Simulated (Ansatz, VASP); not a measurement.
## Two plane-wave programs on Cu

```xyz
2
Lattice="2.4293 0.0000 0.0000 -1.2146 2.1038 0.0000 0.0000 0.0000 3.9647" Properties=species:S:1:pos:R:3 pbc="T T T"
Cu    0.0000    1.4025    0.9912
Cu    1.2146    0.7013    2.9735
```

Change from the starting cell: equal strain along all axes, cell held, atoms relaxed: -4.0 %.

Alike in both runs: task single point; functional r2SCAN; k mesh 24 × 24 × 12; occupations gaussian, width 0.1 eV; no spin polarisation.

|  | VASP | Ansatz |
| --- | --- | --- |
| version | VASP 6.6.1 | Ansatz 0.2.0 |
| potentials or method | VASP PAW PBE potentials, release 64 (Cu), cutoff 520 eV | scalar-relativistic, plane waves, PAW |
| valence electrons in the cell | 22 | 38 |

```csv
,VASP,Ansatz,Ansatz less VASP
gap on the k mesh at the Fermi level (eV),none,none,-
pressure (GPa),27.7,27.0,-0.72
"traceless stress, the component that is largest in VASP (GPa)",0.69,0.61,-0.074
```

VASP's potentials were made for PBE, not for r2SCAN. A gap of «none» marks a metal or a gap that the smearing closes. The functional is the same, so the differences come from potentials, cutoffs and numerics. VASP's potentials hold 22 valence electrons a cell and Ansatz's 38, so a difference there can come from the potentials and not from the codes.
